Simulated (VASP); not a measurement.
# C (P6/mmm) in VASP: a series of runs

The runs below take C through single point, with PBEsol.

Program: VASP 6.6.1. These are calculated values, not measurements. Logs are shortened: lines on timing, memory, paths and dates and some standing lists are left out, and cuts for length are marked.

## (1) The cell of the first run

Symmetry: P6/mmm, No. 191, hexagonal system. Conventional cell: a = 4.181 Å, b = 4.181 Å, c = 1.281 Å, α = 90.00°, β = 90.00°, γ = 120.00°. Within 1.7 Å of C (site symmetry 6/mmm) lie 2 C at 1.28 Å.

## (2) Single point, PBEsol

The input, INCAR:

```
SYSTEM = C
PREC = Accurate
ENCUT = 520
EDIFF = 1E-6
ISMEAR = 0
SIGMA = 0.1
LREAL = .FALSE.
LASPH = .TRUE.
NELM = 60
ALGO = Normal
ISIF = 2
LWAVE = .FALSE.
LCHARG = .TRUE.
GGA = PS
LELF = .TRUE.
LVHAR = .TRUE.
NBANDS = 8
```

The input, KPOINTS:

```
Automatic mesh
0
G
  18 18 42
  0 0 0
```

The input, POSCAR:

```
C
1.0
    4.1811014258      0.0000000000      0.0000000000
   -2.0905507129      3.6209400505      0.0000000000
    0.0000000000      0.0000000000      1.2809139991
C
1
Direct
    0.0000000000      0.0000000000      0.0000000000
```

Potentials or basis: VASP PAW PBE potentials, release 64 (C).

The run is started by

```sh
cat potpaw_PBE.64/C/POTCAR > POTCAR
mpirun -np 1 vasp_std > vasp.out
```

OUTCAR:

```text
SYSTEM = C
   PREC = Accurate
   ENCUT = 520
   EDIFF = 1E-6
   ISMEAR = 0
   LREAL = .FALSE.
   LASPH = .TRUE.
   NELM = 60
   ISIF = 2
   GGA = PS

 ion  position               nearest neighbor table
   1  0.000  0.000  0.000-

  LATTYP: Found a hexagonal cell.
 ALAT       =     4.1811014258
 C/A-ratio  =     0.3063580307

  Lattice vectors:

 A1 = (   4.1811014258,   0.0000000000,   0.0000000000)
 A2 = (  -2.0905507129,   3.6209400505,   0.0000000000)
 A3 = (   0.0000000000,   0.0000000000,   1.2809139991)

Analysis of symmetry for initial positions (statically):
=====================================================================
 Subroutine PRICEL returns:
 Original cell was already a primitive cell.

 Routine SETGRP: Setting up the symmetry group for a
 hexagonal supercell.

 Subroutine GETGRP returns: Found 24 space group operations
 (whereof 24 operations were pure point group operations)
 out of a pool of 24 trial point group operations.

The static configuration has the point symmetry D_6h.

Analysis of symmetry for dynamics (positions and initial velocities):
=====================================================================
 Subroutine PRICEL returns:
 Original cell was already a primitive cell.

 Routine SETGRP: Setting up the symmetry group for a
 hexagonal supercell.

 Subroutine GETGRP returns: Found 24 space group operations
 (whereof 24 operations were pure point group operations)
 out of a pool of 24 trial point group operations.

The dynamic configuration has the point symmetry D_6h.

 Subroutine INISYM returns: Found 24 space group operations
 (whereof 24 operations are pure point group operations),
 and found     1 'primitive' translations

----------------------------------------------------------------------------------------

                                     Primitive cell

  volume of cell :      19.3924

  direct lattice vectors                    reciprocal lattice vectors
     4.181101426  0.000000000  0.000000000     0.239171428  0.138085689  0.000000000
    -2.090550713  3.620940050  0.000000000     0.000000000  0.276171377  0.000000000
     0.000000000  0.000000000  1.280913999     0.000000000  0.000000000  0.780692537

  length of vectors
     4.181101426  4.181101426  1.280913999     0.276171377  0.276171377  0.780692537

  position of ions in fractional coordinates (direct lattice)
     0.000000000  0.000000000  0.000000000

[... 77 lines left out ...]
   EDIFFG = 0.1E-04   stopping-criterion for IOM
   NSW    =      0    number of steps for IOM
   IBRION =     -1    ionic relax: 0-MD 1-quasi-New 2-CG
   NFREE  =      0    steps in history (QN), initial steepest desc. (CG)
   ISIF   =      2    stress and relaxation
   ISYM   =      2    0-nonsym 1-usesym 2-fastsym
   POTIM  = 0.5000    time-step for ionic-motion
   TEBEG  =    0.0;   TEEND  =   0.0 temperature during run
   PSTRESS=    0.0 pullay stress
   NELECT =       4.0000    total number of electrons
   NUPDOWN=      -1.0000    fix difference up-down
   EMIN   =  10.00;   EMAX   =-10.00  energy-range for DOS
   EFERMI =   0.00;   METHOD = LEGACY
   ISMEAR =     0;   SIGMA  =   0.10  broadening in eV -4-tet -1-fermi 0-gaus
   EFERMI_NEDOS =   21; number of points for ismear=-14 and -15
   IALGO  =     38    algorithm
   IMIX   =      4    mixing-type and parameters
     AMIX     =   0.40;   BMIX     =  1.00
     AMIX_MAG =   1.60;   BMIX_MAG =  1.00
  volume/ion in A,a.u.               =      19.39       130.87
  Fermi-wavevector in a.u.,A,eV,Ry     =   0.967277  1.827888 12.729946  0.935625
  Thomas-Fermi vector in A             =   2.097149
   LORBIT       =      0    0 simple, 1 ext, 2 COOP (PROOUT), +10 PAW based schemes
   GGA     = PS    functional components
   LHFCALC =     F    Hartree Fock is set to
   AEXX    =    0.0000 exact exchange contribution
   IVDW    =     0    specifies the selected vdW correction
   LEPSILON=     F    determine dielectric tensor
   LRPA    =     F    only Hartree local field effects (RPA)
 non-spin polarized calculation
 Gauss-broadening in eV      SIGMA  =   0.10
  energy-cutoff  :      520.00
  volume of cell :       19.39
 maximum number of plane-waves:       551
 NGX is ok and might be reduce to    32

 number of electron       4.0000000 magnetization

 Free energy of the ion-electron system (eV)
  ---------------------------------------------------
  ext. energy  EPLUGINS =         0.00000000
  ---------------------------------------------------
  free energy    TOTEN  =        -8.56058223 eV

  energy without entropy =       -8.56057938  energy(sigma->0) =       -8.56058080

 E-fermi :  -1.0937     XC(G=0):  -6.7449

 val. band max:       -1.3169988929   @ k =   0.0000   0.0000   0.2381
 cond. band min:      -0.8718959004   @ k =   0.5000   0.0000   0.2619
 fundamental gap:      0.4451029925
 Fermi energy:        -1.0936533250

 k-point     1 :       0.0000    0.0000    0.0000
  band No.  band energies     occupation
      1     -17.3355      2.00000
      2      -6.1340      2.00000
      3      -6.1340      2.00000
      4       2.9061      0.00000
      5       9.2846      0.00000
      6       9.2846      0.00000
      7      11.8133      0.00000
      8      18.6927      0.00000
[... 243 lines left out ...]
 k-point    24 :       0.3889    0.1111    0.0000
  band No.  band energies     occupation
      1     -17.2508      2.00000
      2      -6.7047      2.00000
      3      -6.3081      2.00000
      4       5.4165      0.00000
      5       6.5010      0.00000
      6      11.3590      0.00000
      7      13.8230      0.00000
      8      15.1046      0.00000

 [... further k-points ...]

------------------------ aborting loop because EDIFF is reached ----------------------------------------

  FORCE on cell =-STRESS in cart. coord.  units (eV):
  Direction    XX          YY          ZZ          XY          YZ          ZX
  --------------------------------------------------------------------------------------
  -------------------------------------------------------------------------------------
  Total       -0.0010622     -0.0010622     -0.0019819      0.0000000     -0.0000000      0.0000000
  in kB       -0.0877585     -0.0877585     -0.1637450      0.0000000     -0.0000000      0.0000000
  external PRESSURE =      -0.1130873 kB  Pullay stress =       0.0000000 kB

 VOLUME and BASIS-vectors are now :
 -----------------------------------------------------------------------------
  energy-cutoff  :      520.00
  volume of cell :       19.39
      direct lattice vectors                 reciprocal lattice vectors
     4.181101426  0.000000000  0.000000000     0.239171428  0.138085689  0.000000000
    -2.090550713  3.620940050  0.000000000     0.000000000  0.276171377  0.000000000
     0.000000000  0.000000000  1.280913999     0.000000000  0.000000000  0.780692537

 POSITION                                       TOTAL-FORCE (eV/Angst)
 -----------------------------------------------------------------------------------
      0.00000      0.00000      0.00000         0.000000      0.000000      0.000000
 -----------------------------------------------------------------------------------
    total drift:                               -0.000000     -0.000000     -0.000000

  FREE ENERGIE OF THE ION-ELECTRON SYSTEM (eV)
  ---------------------------------------------------
  free  energy   TOTEN  =        -8.5605822280 eV

  energy  without entropy=       -8.5605793779  energy(sigma->0) =       -8.56058080
```

stdout:

```text
POSCAR found type information on POSCAR C
 POSCAR found :  1 types and       1 ions
 scaLAPACK will be used
 -----------------------------------------------------------------------------
|                                                                             |
|                                                                             |
|     You enforced a specific xc type in the INCAR file but a different       |
|     I HOPE YOU KNOW WHAT YOU ARE DOING!                                     |
|                                                                             |
 -----------------------------------------------------------------------------

 LDA part: xc-table for (Slater+PW92), standard interpolation
 POSCAR, INCAR and KPOINTS ok, starting setup
 FFT: planning ... GRIDC
 FFT: planning ... GRID_SOFT
 FFT: planning ... GRID
 WAVECAR not read
 entering main loop
```

Wall time 42 s (1 thread of Intel Xeon Platinum 8488C (Sapphire Rapids), shared host); peak memory 0.21 GiB.

Results:

```
Free energy            : -8.5606 eV
Pressure               : 0.0 GPa
Band gap on the k mesh : zero (band 2 reaches 8.15 eV, above the bottom of band 3 at -6.56 eV)
```

Levels at points of the mesh, in eV from the Fermi level:
| k point | band 1 | band 2 | band 3 | band 4 | band 5 | band 6 | band 7 |
| --- | --- | --- | --- | --- | --- | --- | --- |
| (0.00, 0.00, 0.00) | -16.24 | -5.04 | -5.04 | 4.00 | 10.38 | 10.38 | 12.91 |
| (0.50, 0.00, 0.00) | -16.16 | -5.65 | -5.17 | 6.41 | 7.60 | 13.61 | 13.99 |
| (0.00, 0.00, 0.50) | -9.01 | 8.63 | 11.32 | 11.32 | 23.93 | 23.93 | 24.70 |
| (0.50, 0.00, 0.50) | -9.01 | 8.77 | 11.14 | 11.28 | 21.92 | 23.50 | 27.89 |

Caveat: the PAW data sets were made with another functional, which shifts forces and pressure a little.

## (3) Single point, PBEsol

This run uses another cell than the first one, of 11.09 Å³/atom, 0.572 times its volume.

The input, INCAR:

```
PREC     = Accurate       # precision mode
ENCUT    = 520            # plane-wave cutoff, eV
EDIFF    = 1E-6           # SCF threshold, eV
ISMEAR   = 0              # smearing method
SIGMA    = 0.1            # smearing width, eV
LREAL    = False          # projectors in reciprocal space
LASPH    = True           # aspherical terms in the spheres
NELM     = 80             # most SCF steps
ALGO     = Normal         # electronic algorithm
ISIF     = 2              # what is computed and relaxed
LWAVE    = False          # write WAVECAR
LCHARG   = True           # write CHGCAR
GGA      = PS             # functional
LELF     = True           # ELF
LVHAR    = True         
NBANDS   = 8              # bands
```

The input, KPOINTS:

```
regular mesh
0
Gamma
  9 9 8
```

The input, POSCAR:

```
C
1.0
    2.3928760052      0.0000000000      0.0000000000
   -1.1964380026      2.0722914086      0.0000000000
    0.0000000000      0.0000000000      2.2358435174
C
1
Direct
    0.0000000000      0.0000000000      0.0000000000
```

Potentials or basis: VASP PAW PBE potentials, release 64 (C).

The run is started by

```sh
cat potpaw_PBE.64/C/POTCAR > POTCAR
mpirun -np 1 vasp_std > vasp.out
```

Wall time 5.4 s (1 thread of Intel Xeon 8259CL, shared host); peak memory 0.11 GiB.

The run converged. Its results:

| Property | Result |
| --- | --- |
| Free energy | -4.9561 eV |
| Pressure | -44.9 GPa |
| Band gap on the k mesh | zero (band 2 reaches 7.61 eV, above the bottom of band 3 at -0.35 eV) |

Stress tensor (GPa, compression positive):
```
-41.07   0.00   0.00
  0.00 -41.07   0.00
  0.00   0.00 -52.60
```

Levels at points of the mesh, in eV from the Fermi level:
| k point | band 1 | band 2 | band 3 | band 4 | band 5 |
| --- | --- | --- | --- | --- | --- |
| (0.00, 0.00, 0.00) | -14.05 | 5.06 | 5.33 | 5.33 | 18.27 |
| (0.00, 0.00, 0.50) | -9.67 | -5.64 | 6.52 | 6.52 | 19.83 |

Caveat: the PAW data sets were made with another functional, which shifts forces and pressure a little.

## (4) Single point, PBEsol

This run uses another cell than the first one: it holds 2 atoms, not 1.

The input, INCAR:

```
SYSTEM = C
  ALGO = Normal
  EDIFF = 1E-6
  ENCUT = 520
  GGA = PS
  ISIF = 2
  ISMEAR = 0
  LASPH = .True.
  LCHARG = .False.
  LREAL = .False.
  LWAVE = .False.
  NBANDS = 11
  NELM = 80
  PREC = Accurate
  SIGMA = 0.1
```

The input, KPOINTS:

```
k-points
0
Gamma
  27 27 8
  0 0 0
```

The input, POSCAR:

```
C
1.0
    2.4587741946      0.0000000000      0.0000000000
   -1.2293870973      2.1293609147      0.0000000000
    0.0000000000      0.0000000000      8.5229167301
C
2
Direct
    0.3333333333      0.6666666667      0.0000000000
    0.6666666667      0.3333333333      0.0000000000
```

The run is started by

```sh
cat potpaw_PBE.64/C/POTCAR > POTCAR
mpirun -np 1 vasp_std > vasp.out
```

Wall time 2.4 min (1 thread of Intel Xeon Platinum 8488C (Sapphire Rapids), shared host); peak memory 0.25 GiB.

The run converged. Its results:

```yaml
Free_energy: -19.2834 eV
Band_gap_on_the_k_mesh: zero (filled and empty bands touch)
```

Levels at points of the mesh, in eV from the Fermi level:
```csv
k point,band 2,band 3,band 4,band 5,band 6,band 7
"(0.00, 0.00, 0.00)",-7.71,-3.00,-3.00,3.11,5.48,7.03
"(0.00, 0.00, 0.50)",-7.71,-3.00,-3.00,3.84,3.91,8.34
```

Caveat: the PAW data sets were made with another functional, which shifts forces and pressure a little.

## (5) Summary

```tsv
cell	k mesh	gap on the mesh (eV)	pressure (GPa)
a = 4.181, b = 4.181, c = 1.281 Å, angles 90.0, 90.0, 120.0°, 1 atom	18 × 18 × 42	none	0.0
a = 2.393, b = 2.393, c = 2.236 Å, angles 90.0, 90.0, 120.0°, 1 atom	9 × 9 × 8	none	-44.9
a = 2.459, b = 2.459, c = 8.523 Å, angles 90.0, 90.0, 120.0°, 2 atoms	27 × 27 × 8	none	-
```

Alike in all rows: task single point; level PBEsol; potentials or basis VASP PAW PBE potentials, release 64 (C); no spin polarisation; cutoff (eV) 520; smearing gaussian 0.1 eV.

Caveats: the PAW data sets were made with another functional, which shifts forces and pressure a little.

Absolute energies hang on the potentials; compare differences alone.
